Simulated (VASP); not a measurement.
# HgC2S2N2 (C2/m) in VASP: single point with PBEsol

Aim: the single point of HgC2S2N2 with PBEsol.

All numbers are computed with VASP 6.6.1; they aren't measurements. Logs are shortened: lines on timing, memory, paths and dates and some standing lists are left out, and cuts for length are marked.

### 1 The cell of the first run

It takes space group C2/m (No. 12, monoclinic). Conventional cell: a = 10.785 Å, b = 4.009 Å, c = 6.737 Å, α = 90.00°, β = 99.12°, γ = 90.00°. Hg (site symmetry 2/m) has 2 S at 2.41 Å and 4 N at 2.71 Å and 2 C at 3.09 Å within 3.2 Å. Within 1.7 Å of C (site symmetry m) lie 1 N at 1.18 Å and 1 S at 1.65 Å. S (site symmetry m) has 1 C at 1.65 Å within 2.2 Å. N (site symmetry m) has 1 C at 1.18 Å within 1.6 Å.

### 2 Single point, PBEsol

File INCAR:

```
  ALGO = Normal
  EDIFF = 1E-6
  ENCUT = 520
  GGA = PS
  ISIF = 2
  ISMEAR = 0
  LASPH = T
  LCHARG = F
  LREAL = F
  LWAVE = F
  NBANDS = 30
  NELM = 100
  PREC = Accurate
  SIGMA = 0.02
```

File KPOINTS:

```
k-points
0
Gamma
  6 6 4
```

File POSCAR:

```
HgC2S2N2
1.0
    5.3888771272     -2.0043673182     -0.1999126314
    5.3888771272      2.0043673182     -0.1999126314
   -0.8204124039      0.0000000000      6.6864375746
Hg C S N
1 2 2 2
Direct
    0.0000000000      0.0000000000      0.0000000000
    0.2762817096      0.2762817096      0.2114125897
    0.7237182904      0.7237182904      0.7885874103
    0.1458504081      0.1458504081      0.3109358802
    0.8541495919      0.8541495919      0.6890641198
    0.3718052766      0.3718052766      0.1474400849
    0.6281947234      0.6281947234      0.8525599151
```

Potentials or basis: VASP PAW PBE potentials, release 64 (Hg, C, S, N).

The run is started by

```bash
> cat potpaw_PBE.64/Hg/POTCAR potpaw_PBE.64/C/POTCAR potpaw_PBE.64/S/POTCAR potpaw_PBE.64/N/POTCAR > POTCAR
> mpirun -np 1 vasp_std > vasp.out
```

OUTCAR:

```text
EDIFF = 1E-6
   ENCUT = 520
   GGA = PS
   ISIF = 2
   ISMEAR = 0
   LASPH = T
   LREAL = F
   NELM = 100
   PREC = Accurate

 ion  position               nearest neighbor table
   1  0.000  0.000  0.000-   4 2.41   5 2.41   7 2.71   7 2.71   6 2.71   6 2.71
   2  0.276  0.276  0.211-   6 1.18   4 1.65
   3  0.724  0.724  0.789-   7 1.18   5 1.65
   4  0.146  0.146  0.311-   2 1.65   1 2.41
   5  0.854  0.854  0.689-   3 1.65   1 2.41
   6  0.372  0.372  0.147-   2 1.18   1 2.71   1 2.71
   7  0.628  0.628  0.853-   3 1.18   1 2.71   1 2.71

  LATTYP: Found a base centered monoclinic cell.
 ALAT       =    10.7851679175
 B/A-ratio  =     0.3716895895
 C/A-ratio  =     0.6246153124
 COS(beta)  =    -0.1584967994

  Lattice vectors:

 A1 = (   5.3888771272,  -2.0043673182,  -0.1999126314)
 A2 = (   5.3888771272,   2.0043673182,  -0.1999126314)
 A3 = (  -0.8204124039,   0.0000000000,   6.6864375746)

Analysis of symmetry for initial positions (statically):
=====================================================================
 Subroutine PRICEL returns:
 Original cell was already a primitive cell.

 Routine SETGRP: Setting up the symmetry group for a
 base centered monoclinic supercell.

 Subroutine GETGRP returns: Found  4 space group operations
 (whereof  4 operations were pure point group operations)
 out of a pool of  4 trial point group operations.

The static configuration has the point symmetry C_2h.

Analysis of symmetry for dynamics (positions and initial velocities):
=====================================================================
 Subroutine PRICEL returns:
 Original cell was already a primitive cell.

 Routine SETGRP: Setting up the symmetry group for a
 base centered monoclinic supercell.

 Subroutine GETGRP returns: Found  4 space group operations
 (whereof  4 operations were pure point group operations)
 out of a pool of  4 trial point group operations.

The dynamic configuration has the point symmetry C_2h.

 Subroutine INISYM returns: Found  4 space group operations
 (whereof  4 operations are pure point group operations),
 and found     1 'primitive' translations

----------------------------------------------------------------------------------------

                                     Primitive cell

[... 101 lines left out ...]
   LREAL  =      F    real-space projection
   EDIFFG = 0.1E-04   stopping-criterion for IOM
   NSW    =      0    number of steps for IOM
   IBRION =     -1    ionic relax: 0-MD 1-quasi-New 2-CG
   NFREE  =      0    steps in history (QN), initial steepest desc. (CG)
   ISIF   =      2    stress and relaxation
   ISYM   =      2    0-nonsym 1-usesym 2-fastsym
   POTIM  = 0.5000    time-step for ionic-motion
   TEBEG  =    0.0;   TEEND  =   0.0 temperature during run
   PSTRESS=    0.0 pullay stress
   NELECT =      42.0000    total number of electrons
   NUPDOWN=      -1.0000    fix difference up-down
   EMIN   =  10.00;   EMAX   =-10.00  energy-range for DOS
   EFERMI =   0.00;   METHOD = LEGACY
   ISMEAR =     0;   SIGMA  =   0.02  broadening in eV -4-tet -1-fermi 0-gaus
   EFERMI_NEDOS =   21; number of points for ismear=-14 and -15
   IALGO  =     38    algorithm
   IMIX   =      4    mixing-type and parameters
     AMIX     =   0.40;   BMIX     =  1.00
     AMIX_MAG =   1.60;   BMIX_MAG =  1.00
  volume/ion in A,a.u.               =      20.54       138.62
  Fermi-wavevector in a.u.,A,eV,Ry     =   1.086221  2.052660 16.053192  1.179876
  Thomas-Fermi vector in A             =   2.222353
   LORBIT       =      0    0 simple, 1 ext, 2 COOP (PROOUT), +10 PAW based schemes
   GGA     = PS    functional components
   LHFCALC =     F    Hartree Fock is set to
   AEXX    =    0.0000 exact exchange contribution
   IVDW    =     0    specifies the selected vdW correction
   LEPSILON=     F    determine dielectric tensor
   LRPA    =     F    only Hartree local field effects (RPA)
 non-spin polarized calculation
 Gauss-broadening in eV      SIGMA  =   0.02
  energy-cutoff  :      520.00
  volume of cell :      143.79
 maximum number of plane-waves:      3907
 NGX is ok and might be reduce to    48
   NGX = 21   NGY = 21   NGZ = 25

 number of electron      42.0000003 magnetization

 Free energy of the ion-electron system (eV)
  ---------------------------------------------------
  ext. energy  EPLUGINS =         0.00000000
  ---------------------------------------------------
  free energy    TOTEN  =       -43.41386282 eV

  energy without entropy =      -43.41386282  energy(sigma->0) =      -43.41386282

 E-fermi :   0.1250     XC(G=0):  -8.3366

 val. band max:        0.0166320971   @ k =   0.5000   0.5000  -0.0000
 cond. band min:       2.2836617594   @ k =   0.0000   0.0000   0.0000
 fundamental gap:      2.2670296623
 Fermi energy:         0.1250120591

 k-point     1 :       0.0000    0.0000    0.0000
  band No.  band energies     occupation
      1     -17.3513      2.00000
      2     -17.1360      2.00000
      3     -13.9963      2.00000
      4     -13.7481      2.00000
      5      -7.7938      2.00000
      6      -6.5894      2.00000
[... 781 lines left out ...]
     29       7.0160      0.00000
     30       8.1060      0.00000

 [... further k-points ...]

------------------------ aborting loop because EDIFF is reached ----------------------------------------

  FORCE on cell =-STRESS in cart. coord.  units (eV):
  Direction    XX          YY          ZZ          XY          YZ          ZX
  --------------------------------------------------------------------------------------
  -------------------------------------------------------------------------------------
  Total        0.3403289     -0.0368087      0.2466709      0.0000000      0.0000000      0.0619887
  in kB        3.7921922     -0.4101490      2.7485869      0.0000000      0.0000000      0.6907234
  external PRESSURE =       2.0435434 kB  Pullay stress =       0.0000000 kB

 VOLUME and BASIS-vectors are now :
 -----------------------------------------------------------------------------
  energy-cutoff  :      520.00
  volume of cell :      143.79
      direct lattice vectors                 reciprocal lattice vectors
     5.388877127 -2.004367318 -0.199912631     0.093207968 -0.249455275  0.011436430
     5.388877127  2.004367318 -0.199912631     0.093207968  0.249455275  0.011436430
    -0.820412404  0.000000000  6.686437575     0.005573506  0.000000000  0.150240328

 POSITION                                       TOTAL-FORCE (eV/Angst)
 -----------------------------------------------------------------------------------
      0.00000      0.00000      0.00000        -0.000000     -0.000000     -0.000000
      2.80425      0.00000      1.30313        -0.446177      0.000000      0.204066
      7.15309      0.00000      4.98348         0.446177      0.000000     -0.204066
      1.31684      0.00000      2.02074         0.179665      0.000000     -0.002321
      8.64050      0.00000      4.26587        -0.179665      0.000000      0.002321
      3.88626      0.00000      0.83719         0.300107      0.000000     -0.127953
      6.07108      0.00000      5.44942        -0.300107      0.000000      0.127953
 -----------------------------------------------------------------------------------
    total drift:                                0.000000     -0.000000      0.000000

  FREE ENERGIE OF THE ION-ELECTRON SYSTEM (eV)
  ---------------------------------------------------
  free  energy   TOTEN  =       -43.4138628167 eV

  energy  without entropy=      -43.4138628167  energy(sigma->0) =      -43.41386282
```

stdout:

```text
POSCAR found type information on POSCAR HgC S N
 POSCAR found :  4 types and       7 ions
 scaLAPACK will be used
 -----------------------------------------------------------------------------
|                                                                             |
|                                                                             |
|     You enforced a specific xc type in the INCAR file but a different       |
|     I HOPE YOU KNOW WHAT YOU ARE DOING!                                     |
|                                                                             |
 -----------------------------------------------------------------------------

 LDA part: xc-table for (Slater+PW92), standard interpolation
 POSCAR, INCAR and KPOINTS ok, starting setup
 FFT: planning ... GRIDC
 FFT: planning ... GRID_SOFT
 FFT: planning ... GRID
 WAVECAR not read
 entering main loop
```

Wall time 4.2 min (1 thread of Intel Xeon Platinum 8259CL at 2.50GHz (Skylake/Cascade Lake), shared host); peak memory 0.45 GiB.

What came out:

* Free energy: -43.4139 eV
* Pressure: 0.2 GPa
* Largest force: 0.491 eV/Å
* Band gap on the k mesh: 2.27 eV (least direct gap 2.51 eV)

Forces on the atoms (eV/Å):
```
Hg   0.000  0.000  0.000
C   -0.446  0.000  0.204
C    0.446  0.000 -0.204
S    0.180  0.000 -0.002
S   -0.180  0.000  0.002
N    0.300  0.000 -0.128
N   -0.300  0.000  0.128
```

Levels at points of the mesh, in eV from the valence-band top:
| k point | band 18 | band 19 | band 20 | band 21 | band 22 | band 23 | band 24 | band 25 |
| --- | --- | --- | --- | --- | --- | --- | --- | --- |
| (0.00, 0.00, 0.00) | -1.81 | -1.04 | -0.81 | -0.25 | 2.27 | 4.11 | 4.34 | 5.18 |
| (0.50, 0.00, 0.00) | -2.46 | -1.51 | -1.27 | -0.40 | 2.60 | 3.74 | 5.02 | 5.29 |
| (0.50, 0.50, 0.00) | -1.47 | -1.13 | -0.36 | 0.00 | 3.33 | 4.46 | 4.58 | 4.91 |
| (0.00, 0.00, 0.50) | -1.94 | -0.95 | -0.89 | -0.07 | 3.06 | 4.37 | 4.59 | 5.34 |
| (0.50, 0.00, 0.50) | -2.30 | -1.62 | -1.25 | -0.69 | 2.63 | 3.61 | 5.00 | 5.09 |
| (0.50, 0.50, 0.50) | -1.29 | -1.17 | -0.20 | -0.14 | 2.88 | 4.33 | 4.54 | 5.00 |

Caveat: the PAW data sets were made with another functional, which shifts forces and pressure a little; spin-orbit coupling is left out, which moves the levels of the heavy elements.
